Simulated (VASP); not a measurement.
# H6PtC2 (Fm-3m) in VASP: further runs

H6PtC2 is run at these levels: PBE; tasks: single point, relaxation of cell and atoms.

All numbers are computed with VASP 6.6.1; they aren't measurements. Logs are shortened: lines on timing, memory, paths and dates and some standing lists are left out, and cuts for length are marked.

## 1. The cell of the first run

Symmetry: Fm-3m, No. 225, cubic system. Conventional cell: a = 5.873 Å, b = 5.873 Å, c = 5.873 Å, α = 90.00°, β = 90.00°, γ = 90.00°. H (site symmetry 4mm) has 4 H at 1.59 Å and 1 Pt at 1.81 Å within 2.1 Å. Pt (site symmetry m-3m) has 6 H at 1.81 Å within 2.4 Å. Within 2.8 Å of C (site symmetry -43m) lie 12 H at 2.11 Å and 4 Pt at 2.54 Å.

## 2. Single point, PBE

Contents of INCAR:

```
SYSTEM = H6PtC2
PREC = Accurate
ENCUT = 520
EDIFF = 1E-7
ISMEAR = 0
SIGMA = 0.1
LREAL = .FALSE.
LASPH = .TRUE.
NELM = 100
ALGO = Normal
ISIF = 2
LWAVE = .FALSE.
LCHARG = .FALSE.
GGA = PE
NBANDS = 22
```

Contents of KPOINTS:

```
regular mesh
0
G
  12 12 12
  0 0 0
```

Contents of POSCAR:

```
H6PtC2
1.0
    0.0000000000      2.9365250319      2.9365250319
    2.9365250319      0.0000000000      2.9365250319
    2.9365250319      2.9365250319      0.0000000000
H Pt C
6 1 2
Direct
    0.6910420510      0.3089579490      0.3089579490
    0.3089579490      0.6910420510      0.3089579490
    0.3089579490      0.6910420510      0.6910420510
    0.6910420510      0.3089579490      0.6910420510
    0.3089579490      0.3089579490      0.6910420510
    0.6910420510      0.6910420510      0.3089579490
    0.0000000000      0.0000000000      0.0000000000
    0.2500000000      0.2500000000      0.2500000000
    0.7500000000      0.7500000000      0.7500000000
```

Potentials or basis: VASP PAW PBE potentials, release 64 (H, Pt, C).

Run with:

```sh
> cat potpaw_PBE.64/H/POTCAR potpaw_PBE.64/Pt/POTCAR potpaw_PBE.64/C/POTCAR > POTCAR
> mpirun -np 1 vasp_std > vasp.out
```

OUTCAR:

```text
SYSTEM = H6PtC2
   PREC = Accurate
   ENCUT = 520
   EDIFF = 1E-7
   ISMEAR = 0
   LREAL = .FALSE.
   LASPH = .TRUE.
   NELM = 100
   ISIF = 2
   GGA = PE

 ion  position               nearest neighbor table
   1  0.691  0.309  0.309-   7 1.81
   2  0.309  0.691  0.309-   7 1.81
   3  0.309  0.691  0.691-   7 1.81
   4  0.691  0.309  0.691-   7 1.81
   5  0.309  0.309  0.691-   7 1.81
   6  0.691  0.691  0.309-   7 1.81
   7  0.000  0.000  0.000-   1 1.81   2 1.81   3 1.81   4 1.81   5 1.81   6 1.81   9 2.54   9 2.54
                             9 2.54   8 2.54   9 2.54   8 2.54   8 2.54   8 2.54
   8  0.250  0.250  0.250-   7 2.54   7 2.54   7 2.54   7 2.54
   9  0.750  0.750  0.750-   7 2.54   7 2.54   7 2.54   7 2.54

  LATTYP: Found a face centered cubic cell.
 ALAT       =     5.8730500638

  Lattice vectors:

 A1 = (   0.0000000000,   2.9365250319,   2.9365250319)
 A2 = (   2.9365250319,   0.0000000000,   2.9365250319)
 A3 = (   2.9365250319,   2.9365250319,   0.0000000000)

Analysis of symmetry for initial positions (statically):
=====================================================================
 Subroutine PRICEL returns:
 Original cell was already a primitive cell.

 Routine SETGRP: Setting up the symmetry group for a
 face centered cubic supercell.

 Subroutine GETGRP returns: Found 48 space group operations
 (whereof 48 operations were pure point group operations)
 out of a pool of 48 trial point group operations.

The static configuration has the point symmetry O_h .

Analysis of symmetry for dynamics (positions and initial velocities):
=====================================================================
 Subroutine PRICEL returns:
 Original cell was already a primitive cell.

 Routine SETGRP: Setting up the symmetry group for a
 face centered cubic supercell.

 Subroutine GETGRP returns: Found 48 space group operations
 (whereof 48 operations were pure point group operations)
 out of a pool of 48 trial point group operations.

The dynamic configuration has the point symmetry O_h .

 Subroutine INISYM returns: Found 48 space group operations
 (whereof 48 operations are pure point group operations),
 and found     1 'primitive' translations

----------------------------------------------------------------------------------------

                                     Primitive cell

  volume of cell :      50.6444

  direct lattice vectors                    reciprocal lattice vectors
     0.000000000  2.936525032  2.936525032    -0.170269279  0.170269279  0.170269279
     2.936525032  0.000000000  2.936525032     0.170269279 -0.170269279  0.170269279
     2.936525032  2.936525032  0.000000000     0.170269279  0.170269279 -0.170269279

  length of vectors
     4.152873526  4.152873526  4.152873526     0.294915042  0.294915042  0.294915042

  position of ions in fractional coordinates (direct lattice)
     0.691042051  0.308957949  0.308957949
     0.308957949  0.691042051  0.308957949
     0.308957949  0.691042051  0.691042051
     0.691042051  0.308957949  0.691042051
     0.308957949  0.308957949  0.691042051
     0.691042051  0.691042051  0.308957949
     0.000000000  0.000000000  0.000000000
     0.250000000  0.250000000  0.250000000
     0.750000000  0.750000000  0.750000000

  ion indices of the primitive-cell ions
   primitive index   ion index
                 1           1
                 2           2
                 3           3
                 4           4
                 5           5
                 6           6
                 7           7
                 8           8
                 9           9

----------------------------------------------------------------------------------------

 KPOINTS: regular mesh

Automatic generation of k-mesh.
 Grid dimensions read from file:
 generate k-points for:   12   12   12

 Generating k-lattice:

  Cartesian coordinates                     Fractional coordinates (reciprocal lattice)
    -0.014189107  0.014189107  0.014189107     0.083333333  0.000000000  0.000000000
     0.014189107 -0.014189107  0.014189107     0.000000000  0.083333333  0.000000000
     0.014189107  0.014189107 -0.014189107     0.000000000  0.000000000  0.083333333

  Length of vectors
     0.024576254  0.024576254  0.024576254

  Shift w.r.t. Gamma in fractional coordinates (k-lattice)
     0.000000000  0.000000000  0.000000000

 Subroutine IBZKPT returns following result:
 ===========================================

 Found     72 irreducible k-points:

 Following reciprocal coordinates:
            Coordinates               Weight
  0.000000  0.000000  0.000000      1.000000
  0.083333  0.000000  0.000000      8.000000
  0.166667  0.000000  0.000000      8.000000
  0.250000  0.000000  0.000000      8.000000
  0.333333  0.000000  0.000000      8.000000
  0.416667  0.000000  0.000000      8.000000
[... 16 lines left out ...]
  0.500000  0.166667  0.000000     24.000000
 -0.416667  0.166667  0.000000     24.000000
 [... further k-points ...]
   k-points           NKPTS =     72   k-points in BZ     NKDIM =     72   number of bands    NBANDS=     22
   number of dos      NEDOS =    301   number of ions     NIONS =      9
   total plane-waves  NPLWV =  32768
   dimension x,y,z NGX =    32 NGY =   32 NGZ =   32
   dimension x,y,z NGXF=    64 NGYF=   64 NGZF=   64
   ions per type =               6   1   2
   NGX,Y,Z   is equivalent  to a cutoff of  12.81, 12.81, 12.81 a.u.
   NGXF,Y,Z  is equivalent  to a cutoff of  25.62, 25.62, 25.62 a.u.
 SYSTEM =  H6PtC2
   PREC   = accura    normal or accurate (medium, high low for compatibility)
   ISTART =      0    job   : 0-new  1-cont  2-samecut
   ICHARG =      2    charge: 1-file 2-atom 10-const
   ISPIN  =      1    spin polarized calculation?
   LNONCOLLINEAR =      F non collinear calculations
   LSORBIT =      F    spin-orbit coupling
   LASPH  =      T    aspherical Exc in radial PAW
   ENCUT  =  520.0 eV  38.22 Ry    6.18 a.u.   7.72  7.72  7.72*2*pi/ulx,y,z
   NELM   =    100;   NELMIN=  2; NELMDL= -5     # of ELM steps
   EDIFF  = 0.1E-06   stopping-criterion for ELM
   LREAL  =      F    real-space projection
   EDIFFG = 0.1E-05   stopping-criterion for IOM
   NSW    =      0    number of steps for IOM
   IBRION =     -1    ionic relax: 0-MD 1-quasi-New 2-CG
   NFREE  =      0    steps in history (QN), initial steepest desc. (CG)
   ISIF   =      2    stress and relaxation
   ISYM   =      2    0-nonsym 1-usesym 2-fastsym
   POTIM  = 0.5000    time-step for ionic-motion
   TEBEG  =    0.0;   TEEND  =   0.0 temperature during run
   PSTRESS=    0.0 pullay stress
   NELECT =      24.0000    total number of electrons
   NUPDOWN=      -1.0000    fix difference up-down
   EMIN   =  10.00;   EMAX   =-10.00  energy-range for DOS
   EFERMI =   0.00;   METHOD = LEGACY
   ISMEAR =     0;   SIGMA  =   0.10  broadening in eV -4-tet -1-fermi 0-gaus
   EFERMI_NEDOS =   21; number of points for ismear=-14 and -15
   IALGO  =     38    algorithm
   IMIX   =      4    mixing-type and parameters
     AMIX     =   0.40;   BMIX     =  1.00
     AMIX_MAG =   1.60;   BMIX_MAG =  1.00
  volume/ion in A,a.u.               =       5.63        37.97
  Fermi-wavevector in a.u.,A,eV,Ry     =   1.276345  2.411943 22.164673  1.629057
  Thomas-Fermi vector in A             =   2.409007
   LORBIT       =      0    0 simple, 1 ext, 2 COOP (PROOUT), +10 PAW based schemes
   GGA     = PE    functional components
   LHFCALC =     F    Hartree Fock is set to
   AEXX    =    0.0000 exact exchange contribution
   IVDW    =     0    specifies the selected vdW correction
   LEPSILON=     F    determine dielectric tensor
   LRPA    =     F    only Hartree local field effects (RPA)
 non-spin polarized calculation
 Gauss-broadening in eV      SIGMA  =   0.10
  energy-cutoff  :      520.00
  volume of cell :       50.64
 maximum number of plane-waves:      1381
   NGX = 15   NGY = 15   NGZ = 15

 number of electron      23.9999999 magnetization

 Free energy of the ion-electron system (eV)
  ---------------------------------------------------
  ext. energy  EPLUGINS =         0.00000000
  ---------------------------------------------------
  free energy    TOTEN  =       -30.17121996 eV

  energy without entropy =      -30.15501774  energy(sigma->0) =      -30.16311885

 E-fermi :   6.6901     XC(G=0): -11.9772

 val. band max:        6.6823991122   @ k =  -0.2500   0.1667   0.0000
 cond. band min:       6.7035880114   @ k =  -0.4167   0.1667   0.0833
 fundamental gap:      0.0211888992
 Fermi energy:         6.6900552263

 k-point     1 :       0.0000    0.0000    0.0000
  band No.  band energies     occupation
      1      -8.8865      2.00000
      2      -1.7090      2.00000
      3       0.1211      2.00000
      4       0.1211      2.00000
      5       0.1211      2.00000
      6       0.3072      2.00000
[... 14 lines left out ...]
     21      20.9396      0.00000
     22      20.9396      0.00000

 k-point     2 :       0.0833    0.0000    0.0000
  band No.  band energies     occupation
      1      -8.7993      2.00000
      2      -1.9927      2.00000
      3       0.0840      2.00000
      4       0.0840      2.00000
      5       0.2568      2.00000
      6       0.2568      2.00000
[... 14 lines left out ...]
     21      20.5282      0.00000
     22      21.0253      0.00000
[... 523 lines left out ...]
     21      18.8495      0.00000
     22      19.3849      0.00000

 k-point    24 :      -0.4167    0.1667    0.0000
  band No.  band energies     occupation
      1      -6.0480      2.00000
      2      -5.4551      2.00000
      3      -2.5924      2.00000
      4      -1.0311      2.00000
      5      -0.0818      2.00000
      6       0.9536      2.00000
[... 14 lines left out ...]
     21      18.8767      0.00000
     22      20.0372      0.00000

 [... further k-points ...]

------------------------ aborting loop because EDIFF is reached ----------------------------------------

  FORCE on cell =-STRESS in cart. coord.  units (eV):
  Direction    XX          YY          ZZ          XY          YZ          ZX
  --------------------------------------------------------------------------------------
  -------------------------------------------------------------------------------------
  Total       -0.0734915     -0.0734915     -0.0734915      0.0000000      0.0000000      0.0000000
  in kB       -2.3249656     -2.3249656     -2.3249656      0.0000000      0.0000000      0.0000000
  external PRESSURE =      -2.3249656 kB  Pullay stress =       0.0000000 kB

 VOLUME and BASIS-vectors are now :
 -----------------------------------------------------------------------------
  energy-cutoff  :      520.00
  volume of cell :       50.64
      direct lattice vectors                 reciprocal lattice vectors
     0.000000000  2.936525032  2.936525032    -0.170269279  0.170269279  0.170269279
     2.936525032  0.000000000  2.936525032     0.170269279 -0.170269279  0.170269279
     2.936525032  2.936525032  0.000000000     0.170269279  0.170269279 -0.170269279

 POSITION                                       TOTAL-FORCE (eV/Angst)
 -----------------------------------------------------------------------------------
      1.81453      2.93653      2.93653         0.004928     -0.000000     -0.000000
      2.93653      1.81453      2.93653        -0.000000      0.004928     -0.000000
      4.05852      2.93653      2.93653        -0.004928     -0.000000     -0.000000
      2.93653      4.05852      2.93653        -0.000000     -0.004928     -0.000000
      2.93653      2.93653      1.81453        -0.000000     -0.000000      0.004928
      2.93653      2.93653      4.05852        -0.000000     -0.000000     -0.004928
      0.00000      0.00000      0.00000        -0.000000     -0.000000     -0.000000
      1.46826      1.46826      1.46826        -0.000000     -0.000000     -0.000000
      4.40479      4.40479      4.40479        -0.000000      0.000000     -0.000000
 -----------------------------------------------------------------------------------
    total drift:                                0.000000     -0.000000      0.000000

  FREE ENERGIE OF THE ION-ELECTRON SYSTEM (eV)
  ---------------------------------------------------
  free  energy   TOTEN  =       -30.1712199608 eV

  energy  without entropy=      -30.1550177376  energy(sigma->0) =      -30.16311885
```

Wall time 59 s (1 thread of Intel Xeon 6975P-C (Granite Rapids), shared host); peak memory 0.23 GiB.

Results:

```yaml
Free_energy: -30.1712 eV
Pressure: -0.2 GPa
Largest_force: 0.005 eV/Å
Band_gap_on_the_k_mesh: zero (band 12 reaches 7.39 eV, above the bottom of band 13 at 5.68 eV)
```

Forces on the atoms (eV/Å):
```
H    0.005  0.000  0.000
H    0.000  0.005  0.000
H   -0.005  0.000  0.000
H    0.000 -0.005  0.000
H    0.000  0.000  0.005
H    0.000  0.000 -0.005
Pt   0.000  0.000  0.000
C    0.000  0.000  0.000
C    0.000  0.000  0.000
```

Caveat: spin-orbit coupling is left out, which moves the levels of the heavy elements.

(Part 1 of 2 ends here.)
